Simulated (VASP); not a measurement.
# Hf: single point with r2SCAN

The system is Hf.

```
CELL_PARAMETERS angstrom
0.00000 2.25037 2.25037
2.25037 0.00000 2.25037
2.25037 2.25037 0.00000
ATOMIC_POSITIONS crystal
Hf 0.00000 0.00000 0.00000
```

This isn't the form of Hf at room conditions, which is hcp.

```
Program                : VASP 6.6.1
Task                   : single point
Functional             : r2SCAN
Potentials or basis    : VASP PAW PBE potentials, release 64 (Hf_pv)
Cutoff                 : 520 eV
k mesh                 : 13 × 13 × 13
Occupations            : fermi-dirac, width 0.1 eV
Spin                   : no spin polarisation
Dipole correction      : no
Further INCAR settings : ALGO = Normal; EDIFF = 1e-06; NBANDS = 11
```

```
Pressure               : -2.0 GPa
Band gap on the k mesh : zero (bands 5 and 6 overlap by 2.16 eV)
```

Levels at points of the mesh, in eV from the Fermi level:
```csv
k point,band 3,band 4,band 5,band 6,band 7,band 8
"(0.00, 0.00, 0.00)",-31.19,-7.49,1.60,1.60,1.60,4.52
```

Run time: 80 s on 1 thread of Intel Xeon 8259CL (shared host), peak memory 0.16 GiB.

Caveat: the PAW data sets were made with another functional, which shifts forces and pressure a little; spin-orbit coupling is left out, which moves the levels of the heavy elements.
